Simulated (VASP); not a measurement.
Ti2O, 3 atoms in the cell. Symmetry: P-3m1, No. 164, trigonal system. The conventional cell has a = 2.919 Å, b = 2.919 Å, c = 4.713 Å, α = 90.00°, β = 90.00°, γ = 120.00°. Ti (site symmetry 3m) has 3 O at 2.14 Å and 3 Ti at 2.68 Å within 2.8 Å. Within 2.8 Å of O (site symmetry -3m) lie 6 Ti at 2.14 Å. 

```yaml
Program: VASP 6.6.1
Task: single point
Functional: r2SCAN
Potentials_or_basis: VASP PAW PBE potentials, release 64 (Ti_sv, O)
Cutoff: 520 eV
k_mesh: 18 × 18 × 10
Occupations: gaussian, width 0.1 eV
Spin: no spin polarisation
Dipole_correction: no
Further_INCAR_settings: ALGO = Normal; EDIFF = 1e-06; NBANDS = 22
```

Potentials or basis: VASP PAW PBE potentials, release 64 (Ti_sv, O).

The run is started by

```sh
$ cat potpaw_PBE.64/Ti_sv/POTCAR potpaw_PBE.64/O/POTCAR > POTCAR
$ cp INCAR.step1 INCAR
$ mpirun -np 1 vasp_std > vasp.out
$ cp INCAR.step2 INCAR
$ mpirun -np 1 vasp_std > vasp.out
```

Hardware: 1 thread of Oxide Virtual Turin-like Processor, on a shared host.

Task: Estimate the wall time of this run.

Result: It took 13 min on 1 thread of Oxide Virtual Turin-like Processor, on a shared host, peak memory 0.31 GiB. Counts: k points 330.
